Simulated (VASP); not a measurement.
Hf, 6 atoms in the cell. The cell holds a slab with vacuum, 6 atoms: a = 3.159 Å, b = 4.999 Å, c = 22.383 Å, α = 90.00°, β = 90.00°, γ = 90.00°. 

- Program: VASP 6.6.1
- Task: single point
- Functional: PBEsol
- Potentials or basis: VASP PAW PBE potentials, release 64 (Hf_pv)
- Cutoff: 520 eV
- k mesh: 10 × 7 × 1
- Occupations: fermi-dirac, width 0.05 eV
- Spin: no spin polarisation
- Dipole correction: yes
- Further INCAR settings: ALGO = Normal; EDIFF = 1e-06; NBANDS = 39

Potentials or basis: VASP PAW PBE potentials, release 64 (Hf_pv).

The run is started by

```console
$ cat potpaw_PBE.64/Hf_pv/POTCAR > POTCAR
$ mpirun -np 1 vasp_std > vasp.out
```

Hardware: 1 thread of Oxide Virtual Turin-like Processor (shared host).

Q: How long does it take, and how much memory?

A: Run time: 16 min on 1 thread of Oxide Virtual Turin-like Processor, with other jobs on the host, peak memory 0.5 GiB. Counts: scf iterations 31, k points 24.
